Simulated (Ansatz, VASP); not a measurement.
**One calculation of Si, two programs**

```xyz
2
Lattice="0.0000 2.7222 2.7222 2.7222 0.0000 2.7222 2.7222 2.7222 0.0000" Properties=species:S:1:pos:R:3 pbc="T T T"
Si    4.0832    4.0832    4.0832
Si    2.7222    2.7222    2.7222
```

Alike in both runs: functional r2SCAN; k mesh 8 × 8 × 8; occupations fermi-dirac, width 0.02 eV; no spin polarisation.

Ansatz relaxed the structure, and its values are those at the end. VASP's run is a single point on that final structure, the one shown.

```csv
,VASP,Ansatz
version,VASP 6.6.1,Ansatz 0.2.0
potentials or method,"VASP PAW PBE potentials, release 64 (Si), cutoff 550 eV","plane waves, PAW"
valence electrons in the cell,8,8
```

VASP gave:

| Item | Value |
| --- | --- |
| pressure (GPa) | -0.2 |

Q: What did Ansatz give for the same quantities?

A: Pressure (GPa): 0.0.

VASP's potentials were made for PBE, not for r2SCAN. With one functional, cell and mesh, what is left measures potentials, basis and numerics.
